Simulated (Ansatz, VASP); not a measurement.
# Ni in VASP and in Ansatz

```xyz
1
Lattice="0.0000 1.5197 1.5197 1.5197 0.0000 1.5197 1.5197 1.5197 0.0000" Properties=species:S:1:pos:R:3 pbc="T T T"
Ni    0.0000    0.0000    0.0000
```

Change from the starting cell: volume scaled by 0.7, PAW files.

Alike in both runs: task single point; functional LDA; k mesh 21 × 21 × 21; occupations fermi-dirac, width 0.05 eV; collinear spin.

|  | VASP | Ansatz |
| --- | --- | --- |
| version | VASP 6.6.1 | Ansatz 0.2.0 |
| potentials or method | VASP PAW LDA potentials, release 64 (Ni) | PAW with Ansatz's default frozen-core files, scalar-relativistic |
| plane-wave cutoff (eV) | 520 | 420 |
| valence electrons in the cell | 10 | 18 |

|  | VASP | Ansatz | Ansatz less VASP |
| --- | --- | --- | --- |
| pressure (GPa) | 212.7 | 212.9 | +0.19 |
| net moment per atom (μB) | 0.46 | 0.50 | +0.038 |
| size of the moment on the site where the two differ most (μB) | 0.45 | 0.51 | +0.068 |

LDA's correlation is that of Perdew and Zunger in VASP and of Perdew and Wang (1992) in Ansatz. Site moments also hang on the region over which each program counts them. Both programs put the cell under a high pressure, so it lies far from rest at this level. VASP's potentials hold 10 valence electrons a cell and Ansatz's 18, so a difference there can come from the potentials and not from the codes.

Noted on VASP's run: the cell as given lies far from equilibrium.
